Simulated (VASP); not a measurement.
# BN (wurtzite type) (P6_3mc) in VASP: a series of runs

The runs below take BN (wurtzite type) through single point, relaxation of cell and atoms, with PBE.

All numbers are computed with VASP 6.6.1; they aren't measurements. Logs are shortened: lines on timing, memory, paths and dates and some standing lists are left out, and cuts for length are marked.

**1. The cell of the first run**

Symmetry: P6_3mc, No. 186, hexagonal system. The conventional cell has a = 2.344 Å, b = 2.344 Å, c = 3.889 Å, α = 90.00°, β = 90.00°, γ = 120.00°. B (site symmetry 3m) has 4 N at 1.44 to 1.45 Å within 1.9 Å. N (site symmetry 3m) has 4 B at 1.44 to 1.45 Å within 1.9 Å.

**2. Single point, PBE**

INCAR reads:

```
SYSTEM = BN
PREC     = Accurate       ! precision mode
ENCUT    = 520            ! plane-wave cutoff, eV
EDIFF    = 1E-6           ! SCF threshold, eV
ISMEAR   = -1             ! smearing method
SIGMA    = 0.05           ! smearing width, eV
LREAL    = .FALSE.        ! projectors in reciprocal space
LASPH    = .TRUE.         ! aspherical terms in the spheres
NELM     = 100            ! most SCF steps
ALGO     = Normal         ! electronic algorithm
ISIF     = 2              ! what is computed and relaxed
LWAVE    = .FALSE.        ! write WAVECAR
LCHARG   = .FALSE.        ! write CHGCAR
GGA      = PE             ! functional
NBANDS   = 16             ! bands
```

KPOINTS reads:

```
regular mesh
0
G
  13 13 7
  0 0 0
```

POSCAR reads:

```
BN
1.0
    2.3443434364      0.0000000000      0.0000000000
   -1.1721717182      2.0302609712      0.0000000000
    0.0000000000      0.0000000000      3.8891231949
B N
2 2
Direct
    0.3333333333      0.6666666667      0.0016111247
    0.6666666667      0.3333333333      0.5016111247
    0.3333333333      0.6666666667      0.3743888753
    0.6666666667      0.3333333333      0.8743888753
```

Potentials or basis: VASP PAW PBE potentials, release 64 (B, N).

Started as:

```
cat potpaw_PBE.64/B/POTCAR potpaw_PBE.64/N/POTCAR > POTCAR
mpirun -np 1 vasp_std > vasp.out
```

OUTCAR:

```text
SYSTEM = BN
   PREC = Accurate
   ENCUT = 520
   EDIFF = 1E-6
   ISMEAR = -1
   LREAL = .FALSE.
   LASPH = .TRUE.
   NELM = 100
   ISIF = 2
   GGA = PE

 ion  position               nearest neighbor table
   1  0.333  0.667  0.002-   4 1.44   4 1.44   4 1.44   3 1.45
   2  0.667  0.333  0.502-   3 1.44   3 1.44   3 1.44   4 1.45
   3  0.333  0.667  0.374-   2 1.44   2 1.44   2 1.44   1 1.45
   4  0.667  0.333  0.874-   1 1.44   1 1.44   1 1.44   2 1.45

  LATTYP: Found a hexagonal cell.
 ALAT       =     2.3443434364
 C/A-ratio  =     1.6589391872

  Lattice vectors:

 A1 = (   2.3443434364,   0.0000000000,   0.0000000000)
 A2 = (  -1.1721717182,   2.0302609712,   0.0000000000)
 A3 = (   0.0000000000,   0.0000000000,   3.8891231949)

Analysis of symmetry for initial positions (statically):
=====================================================================
 Subroutine PRICEL returns:
 Original cell was already a primitive cell.

 Routine SETGRP: Setting up the symmetry group for a
 hexagonal supercell.

 Subroutine GETGRP returns: Found 12 space group operations
 (whereof  6 operations were pure point group operations)
 out of a pool of 24 trial point group operations.

The static configuration has the point symmetry C_3v.
 The point group associated with its full space group is C_6v.

Analysis of symmetry for dynamics (positions and initial velocities):
=====================================================================
 Subroutine PRICEL returns:
 Original cell was already a primitive cell.

 Routine SETGRP: Setting up the symmetry group for a
 hexagonal supercell.

 Subroutine GETGRP returns: Found 12 space group operations
 (whereof  6 operations were pure point group operations)
 out of a pool of 24 trial point group operations.

The dynamic configuration has the point symmetry C_3v.
 The point group associated with its full space group is C_6v.

 Subroutine INISYM returns: Found 12 space group operations
 (whereof  6 operations are pure point group operations),
 and found     1 'primitive' translations

----------------------------------------------------------------------------------------

                                     Primitive cell

  volume of cell :      18.5108

  direct lattice vectors                    reciprocal lattice vectors
     2.344343436  0.000000000  0.000000000     0.426558662  0.246273758  0.000000000
    -1.172171718  2.030260971  0.000000000     0.000000000  0.492547517  0.000000000
     0.000000000  0.000000000  3.889123195     0.000000000  0.000000000  0.257127365

  length of vectors
     2.344343436  2.344343436  3.889123195     0.492547517  0.492547517  0.257127365

  position of ions in fractional coordinates (direct lattice)
     0.333333333  0.666666667  0.001611125
     0.666666667  0.333333333  0.501611125
     0.333333333  0.666666667  0.374388875
     0.666666667  0.333333333  0.874388875

  ion indices of the primitive-cell ions
   primitive index   ion index
                 1           1
                 2           2
                 3           3
                 4           4

----------------------------------------------------------------------------------------

 KPOINTS: regular mesh

Automatic generation of k-mesh.
 Grid dimensions read from file:
 generate k-points for:   13   13    7

 Generating k-lattice:

  Cartesian coordinates                     Fractional coordinates (reciprocal lattice)
     0.032812205  0.018944135  0.000000000     0.076923077  0.000000000  0.000000000
     0.000000000  0.037888271  0.000000000     0.000000000  0.076923077  0.000000000
     0.000000000  0.000000000  0.036732481     0.000000000  0.000000000  0.142857143

  Length of vectors
     0.037888271  0.037888271  0.036732481

  Shift w.r.t. Gamma in fractional coordinates (k-lattice)
     0.000000000  0.000000000  0.000000000

 Subroutine IBZKPT returns following result:
 ===========================================

 Found     84 irreducible k-points:

 Following reciprocal coordinates:
            Coordinates               Weight
  0.000000  0.000000  0.000000      1.000000
  0.076923  0.000000  0.000000      6.000000
  0.153846 -0.000000  0.000000      6.000000
  0.230769  0.000000  0.000000      6.000000
  0.307692 -0.000000  0.000000      6.000000
  0.384615 -0.000000  0.000000      6.000000
[... 16 lines left out ...]
  0.076923  0.000000  0.142857     12.000000
  0.153846 -0.000000  0.142857     12.000000
 [... further k-points ...]
   k-points           NKPTS =     84   k-points in BZ     NKDIM =     84   number of bands    NBANDS=     16
   number of dos      NEDOS =    301   number of ions     NIONS =      4
   total plane-waves  NPLWV =   9720
   dimension x,y,z NGX =    18 NGY =   18 NGZ =   30
   dimension x,y,z NGXF=    36 NGYF=   36 NGZF=   60
   ions per type =               2   2
   NGX,Y,Z   is equivalent  to a cutoff of  12.76, 12.76, 12.82 a.u.
   NGXF,Y,Z  is equivalent  to a cutoff of  25.53, 25.53, 25.65 a.u.
 SYSTEM =  BN
   PREC   = accura    normal or accurate (medium, high low for compatibility)
   ISTART =      0    job   : 0-new  1-cont  2-samecut
   ICHARG =      2    charge: 1-file 2-atom 10-const
   ISPIN  =      1    spin polarized calculation?
   LNONCOLLINEAR =      F non collinear calculations
   LSORBIT =      F    spin-orbit coupling
   LASPH  =      T    aspherical Exc in radial PAW
   ENCUT  =  520.0 eV  38.22 Ry    6.18 a.u.   4.36  4.36  7.23*2*pi/ulx,y,z
   NELM   =    100;   NELMIN=  2; NELMDL= -5     # of ELM steps
   EDIFF  = 0.1E-05   stopping-criterion for ELM
   LREAL  =      F    real-space projection
   EDIFFG = 0.1E-04   stopping-criterion for IOM
   NSW    =      0    number of steps for IOM
   IBRION =     -1    ionic relax: 0-MD 1-quasi-New 2-CG
   NFREE  =      0    steps in history (QN), initial steepest desc. (CG)
   ISIF   =      2    stress and relaxation
   ISYM   =      2    0-nonsym 1-usesym 2-fastsym
   POTIM  = 0.5000    time-step for ionic-motion
   TEBEG  =    0.0;   TEEND  =   0.0 temperature during run
   PSTRESS=    0.0 pullay stress
   NELECT =      16.0000    total number of electrons
   NUPDOWN=      -1.0000    fix difference up-down
   EMIN   =  10.00;   EMAX   =-10.00  energy-range for DOS
   EFERMI =   0.00;   METHOD = LEGACY
   ISMEAR =    -1;   SIGMA  =   0.05  broadening in eV -4-tet -1-fermi 0-gaus
   EFERMI_NEDOS =   21; number of points for ismear=-14 and -15
   IALGO  =     38    algorithm
   IMIX   =      4    mixing-type and parameters
     AMIX     =   0.40;   BMIX     =  1.00
     AMIX_MAG =   1.60;   BMIX_MAG =  1.00
  volume/ion in A,a.u.               =       4.63        31.23
  Fermi-wavevector in a.u.,A,eV,Ry     =   1.559456  2.946945 33.088064  2.431904
  Thomas-Fermi vector in A             =   2.662812
   LORBIT       =      0    0 simple, 1 ext, 2 COOP (PROOUT), +10 PAW based schemes
   GGA     = PE    functional components
   LHFCALC =     F    Hartree Fock is set to
   AEXX    =    0.0000 exact exchange contribution
   IVDW    =     0    specifies the selected vdW correction
   LEPSILON=     F    determine dielectric tensor
   LRPA    =     F    only Hartree local field effects (RPA)
 non-spin polarized calculation
  energy-cutoff  :      520.00
  volume of cell :       18.51
 maximum number of plane-waves:       525
 NGX is ok and might be reduce to    18
   NGX =  9   NGY =  9   NGZ = 15

 number of electron      16.0000001 magnetization

 Free energy of the ion-electron system (eV)
  ---------------------------------------------------
  ext. energy  EPLUGINS =         0.00000000
  ---------------------------------------------------
  free energy    TOTEN  =       -32.73965209 eV

  energy without entropy =      -32.73965209  energy(sigma->0) =      -32.73965209

 E-fermi :  12.0164     XC(G=0): -14.0589

 val. band max:       10.9918205418   @ k =   0.0000   0.0000   0.0000
 cond. band min:      15.6394839895   @ k =   0.3077   0.3077   0.0000
 fundamental gap:      4.6476634477
 Fermi energy:        12.0163633942

 k-point     1 :       0.0000    0.0000    0.0000
  band No.  band energies     occupation
      1     -12.5812      2.00000
      2      -7.2414      2.00000
      3      -2.5625      2.00000
      4       8.2789      2.00000
      5       8.2789      2.00000
      6      10.4716      2.00000
[... 8 lines left out ...]
     15      25.8096      0.00000
     16      30.4465      0.00000

 k-point     2 :       0.0769    0.0000    0.0000
  band No.  band energies     occupation
      1     -12.4258      2.00000
      2      -7.1140      2.00000
      3      -2.4146      2.00000
      4       7.5827      2.00000
      5       7.9553      2.00000
      6      10.2989      2.00000
[... 8 lines left out ...]
     15      26.3280      0.00000
     16      30.0619      0.00000

 k-point     3 :       0.1538   -0.0000    0.0000
  band No.  band energies     occupation
      1     -11.9621      2.00000
      2      -6.7435      2.00000
      3      -1.9753      2.00000
      4       5.8429      2.00000
      5       7.1861      2.00000
      6       9.0072      2.00000
[... 8 lines left out ...]
     15      27.3865      0.00000
     16      28.7576      0.00000

 k-point     4 :       0.2308    0.0000    0.0000
  band No.  band energies     occupation
      1     -11.1995      2.00000
      2      -6.1758      2.00000
      3      -1.2645      2.00000
      4       3.6796      2.00000
      5       6.3018      2.00000
      6       7.1336      2.00000
[... 8 lines left out ...]
     15      28.4195      0.00000
     16      29.4521      0.00000
[... 324 lines left out ...]
 k-point    22 :       0.0000    0.0000    0.1429
  band No.  band energies     occupation
      1     -12.4353      2.00000
      2      -7.8941      2.00000
      3      -1.6527      2.00000
      4       8.3879      2.00000
      5       8.3879      2.00000
      6       9.6799      2.00000
[... 8 lines left out ...]
     15      25.9867      0.00000
     16      30.1487      0.00000

 k-point    23 :       0.0769    0.0000    0.1429
  band No.  band energies     occupation
      1     -12.2802      2.00000
      2      -7.7599      2.00000
      3      -1.5155      2.00000
      4       7.6951      2.00000
      5       8.0684      2.00000
      6       9.5388      2.00000
[... 8 lines left out ...]
     15      26.4929      0.00000
     16      29.9203      0.00000

 k-point    24 :       0.1538   -0.0000    0.1429
  band No.  band energies     occupation
      1     -11.8179      2.00000
      2      -7.3665      2.00000
      3      -1.1127      2.00000
      4       5.9654      2.00000
      5       7.3069      2.00000
      6       8.6086      2.00000
[... 8 lines left out ...]
     15      27.5416      0.00000
     16      29.1118      0.00000

 [... further k-points ...]
[... 5 lines left out ...]
  --------------------------------------------------------------------------------------
  -------------------------------------------------------------------------------------
  Total       17.4536369     17.4536369     17.4610238      0.0000000      0.0000000      0.0000000
  in kB     1510.6773495   1510.6773496   1511.3167130      0.0000000      0.0000000      0.0000000
  external PRESSURE =    1510.8904707 kB  Pullay stress =       0.0000000 kB

 VOLUME and BASIS-vectors are now :
 -----------------------------------------------------------------------------
  energy-cutoff  :      520.00
  volume of cell :       18.51
      direct lattice vectors                 reciprocal lattice vectors
     2.344343436  0.000000000  0.000000000     0.426558662  0.246273758  0.000000000
    -1.172171718  2.030260971  0.000000000     0.000000000  0.492547517  0.000000000
     0.000000000  0.000000000  3.889123195     0.000000000  0.000000000  0.257127365

 POSITION                                       TOTAL-FORCE (eV/Angst)
 -----------------------------------------------------------------------------------
     -0.00000      1.35351      0.00627        -0.000000     -0.000000      0.002861
      1.17217      0.67675      1.95083         0.000000     -0.000000      0.002861
     -0.00000      1.35351      1.45604        -0.000000     -0.000000     -0.002861
      1.17217      0.67675      3.40061         0.000000      0.000000     -0.002861
 -----------------------------------------------------------------------------------
    total drift:                               -0.000000     -0.000000     -0.000162

  FREE ENERGIE OF THE ION-ELECTRON SYSTEM (eV)
  ---------------------------------------------------
  free  energy   TOTEN  =       -32.7396520907 eV

  energy  without entropy=      -32.7396520907  energy(sigma->0) =      -32.73965209
```

Run time: 11 s. Hardware: 1 thread of Intel Xeon 6975P-C (Granite Rapids), shared host; peak memory 0.13 GiB.

What came out:

* Free energy: -32.7397 eV
* Pressure: 151.1 GPa
* Band gap on the k mesh: 4.65 eV, indirect (least direct gap 9.33 eV)

Forces in eV/Å, atoms in the order of the input:
```
B    0.000  0.000  0.003
B    0.000  0.000  0.003
N    0.000  0.000 -0.003
N    0.000  0.000 -0.003
```

**3. Relaxation of cell and atoms, PBE, target pressure 150 GPa, at which the enthalpy is minimised**

This run uses another cell than the first one, of 4.68 Å³/atom, 1.012 times its volume.

INCAR reads:

```
  PREC = Accurate
  ENCUT = 600
  EDIFF = 1E-6
  ISMEAR = -1
  SIGMA = 0.05
  LREAL = F
  LASPH = T
  NELM = 100
  ALGO = Normal
  ISIF = 3
  LWAVE = F
  LCHARG = F
  GGA = PE
  IBRION = 2
  NSW = 60
  EDIFFG = -0.005
  PSTRESS = 1500.0
```

KPOINTS reads:

```
regular mesh
0
Gamma
  13 13 7
```

POSCAR reads:

```
BN
1.0
    2.3677650449      0.0000000000      0.0000000000
   -1.1838825224      2.0505446791      0.0000000000
    0.0000000000      0.0000000000      3.8594570232
B N
2 2
Direct
    0.3333333333      0.6666666667      0.0000000000
    0.6666666667      0.3333333333      0.5000000000
    0.3333333333      0.6666666667      0.3760000000
    0.6666666667      0.3333333333      0.8760000000
```

Potentials or basis: VASP PAW PBE potentials, release 64 (B, N).

Started as:

```
cat potpaw_PBE.64/B/POTCAR potpaw_PBE.64/N/POTCAR > POTCAR
mpirun -np 1 vasp_std > vasp.out
```

Run time: 80 s. Hardware: 1 thread of AMD EPYC 7R43 (Zen 3), shared host; peak memory 0.11 GiB.

Results (log left out):

* Free energy: -32.7644 eV
* Relaxed volume: 4.63 Å³/atom
* Relaxed cell: a = 2.345 Å, b = 2.345 Å, c = 3.890 Å, α = 90.00°, β = 90.00°, γ = 120.00°
* Space group after relaxing (to 0.05 Å): P6_3mc (No. 186)
* Energy change on relaxing (the enthalpy is what falls): +42.6 meV/atom
* Ionic steps: 9
* Pressure after relaxing: 150.0 GPa
* Largest force after relaxing: 0.004 eV/Å
* Band gap on the k mesh: 4.65 eV, indirect (least direct gap 9.32 eV)

Forces in eV/Å, atoms in the order of the input:
```
B    0.000  0.000  0.004
B    0.000  0.000  0.004
N    0.000  0.000 -0.004
N    0.000  0.000 -0.004
```

The path:
| step | energy change (eV) | largest force (eV/Å) | pressure (GPa) | volume (Å³) |
| --- | --- | --- | --- | --- |
| 1 | 0.0000 | 0.1953 | 140.94 | 18.74 |
| 2 | 0.7028 | 0.0925 | 174.65 | 18.02 |
| 3 | 0.2425 | 0.1442 | 153.58 | 18.45 |
| 4 | 0.0726 | 0.3014 | 144.73 | 18.64 |
| 5 | 0.1724 | 0.0326 | 150.08 | 18.53 |
| 6 | 0.1737 | 0.0291 | 150.12 | 18.53 |
| 7 | 0.1627 | 0.0737 | 149.60 | 18.54 |
| 8 | 0.1697 | 0.0079 | 149.95 | 18.53 |
| 9 | 0.1702 | 0.0035 | 149.96 | 18.53 |

Final structure:
```yaml
crystal:
  lattice:
    - [2.34516, 0.00000, 0.00000]
    - [-1.17258, 2.03097, 0.00000]
    - [0.00000, 0.00000, 3.89028]
  atoms:
    - { symbol: B, position: [0.33333, 0.66667, 0.00160] }
    - { symbol: B, position: [0.66667, 0.33333, 0.50160] }
    - { symbol: N, position: [0.33333, 0.66667, 0.37440] }
    - { symbol: N, position: [0.66667, 0.33333, 0.87440] }
```

Levels at points of the mesh, in eV from the valence-band top:
| k point | band 4 | band 5 | band 6 | band 7 | band 8 | band 9 | band 10 | band 11 | band 12 |
| --- | --- | --- | --- | --- | --- | --- | --- | --- | --- |
| (0.00, 0.00, 0.00) | -2.71 | -2.71 | -0.52 | 0.00 | 0.00 | 9.32 | 9.32 | 9.82 | 12.76 |

Caveat: the cell is relaxed towards a set pressure, so the enthalpy falls and the energy may rise.
